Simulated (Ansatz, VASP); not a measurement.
NaCl in VASP and in Ansatz

```
Na Cl
1.0
     0.00000    2.83175    2.83175
     2.83175    0.00000    2.83175
     2.83175    2.83175    0.00000
Na Cl
1 1
Direct
  0.89406 0.00000 0.00000
  0.50000 0.50000 0.50000
```

Alike in both runs: task single point; functional PBEsol; k mesh 8 × 8 × 8; occupations gaussian, width 0.05 eV; no spin polarisation.

|  | VASP | Ansatz |
| --- | --- | --- |
| version | VASP 6.6.1 | Ansatz 0.2.0 |
| potentials or method | VASP PAW PBE potentials, release 64 (Na_pv, Cl), cutoff 500 eV | scalar-relativistic, plane waves, PAW |
| valence electrons in the cell | 14 | 16 |

VASP gave:

```
gap on the k mesh at the Fermi level (eV)                     : 4.91
least direct gap on the mesh (eV)                             : 4.91
pressure (GPa)                                                : 1.1
traceless stress, the component that is largest in VASP (GPa) : -2.19
rms of the force components (eV/Å)                            : 0.359
```

Which values does Ansatz return?

gap on the k mesh at the Fermi level (eV): 4.91; least direct gap on the mesh (eV): 4.91; pressure (GPa): 1.1; traceless stress, the component that is largest in VASP (GPa): -2.15; rms of the force components (eV/Å): 0.352.

VASP's potentials were made for PBE, not for PBEsol. Atom by atom the forces differ by 0.007 eV/Å (rms over components). VASP's potentials hold 14 valence electrons a cell and Ansatz's 16, so a difference there can come from the potentials and not from the codes.
